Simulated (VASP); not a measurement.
Wanted: the native input for a VASP 6.6.1 run.

* Task: single point
* Functional: r2SCAN
* Dispersion: D4
* Potentials or basis: VASP PAW PBE potentials, release 64 (Se, Zn)
* Cutoff: 520 eV
* k mesh: 8 × 8 × 8
* Occupations: fermi-dirac, width 0.05 eV
* Spin: no spin polarisation
* Dipole correction: no
* Further INCAR settings: ALGO = Normal; EDIFF = 1e-07; NBANDS = 16

The system is ZnSe (Stilleite).

```
CELL_PARAMETERS angstrom
0.00000 2.83380 2.83380
2.83380 0.00000 2.83380
2.83380 2.83380 0.00000
ATOMIC_POSITIONS crystal
Se 0.75000 0.75000 0.75000
Zn 0.00000 0.00000 0.00000
```

The input as run:

POSCAR

```
ZnSe
1.0
    0.0000000000      2.8338000000      2.8338000000
    2.8338000000      0.0000000000      2.8338000000
    2.8338000000      2.8338000000      0.0000000000
Se Zn
1 1
Direct
    0.7500000000      0.7500000000      0.7500000000
    0.0000000000      0.0000000000      0.0000000000
```

INCAR.step1

```
SYSTEM = ZnSe
PREC = Accurate
ENCUT = 520
ISMEAR = -1
SIGMA = 0.05
LREAL = .False.
LASPH = .True.
NELM = 60
NBANDS = 16
GGA = PE
ALGO = Normal
EDIFF = 1E-4
LWAVE = .True.
LCHARG = .False.
```

INCAR.step2

```
SYSTEM = ZnSe
PREC = Accurate
ENCUT = 520
EDIFF = 1E-7
ISMEAR = -1
SIGMA = 0.05
LREAL = .False.
LASPH = .True.
NELM = 60
ALGO = Normal
ISIF = 2
LWAVE = .False.
LCHARG = .False.
METAGGA = R2SCAN
LMIXTAU = .True.
IVDW = 13
VDW_S6 = 1.0
VDW_S8 = 0.6018749
VDW_A1 = 0.51559235
VDW_A2 = 5.77342911
NBANDS = 16
ISTART = 1
```

KPOINTS

```
regular mesh
0
Gamma
  8 8 8
  0 0 0
```

Potentials or basis: VASP PAW PBE potentials, release 64 (Se, Zn).

Launch:

```sh
$ cat potpaw_PBE.64/Se/POTCAR potpaw_PBE.64/Zn/POTCAR > POTCAR
$ cp INCAR.step1 INCAR
$ mpirun -np 1 vasp_std > vasp.out
$ cp INCAR.step2 INCAR
$ mpirun -np 1 vasp_std > vasp.out
```

It gave:

```json
{
  "Pressure": "-0.7 GPa",
  "Band gap on the k mesh": "1.87 eV, direct",
  "Dispersion energy per atom": "-0.115 eV"
}
```

Caveat: the PAW data sets were made with another functional, which shifts forces and pressure a little.

It took 81 s on 1 thread of Intel(R) Xeon(R) Platinum 8375C CPU @ 2.90GHz (Ice Lake) (shared host), peak memory 0.18 GiB.
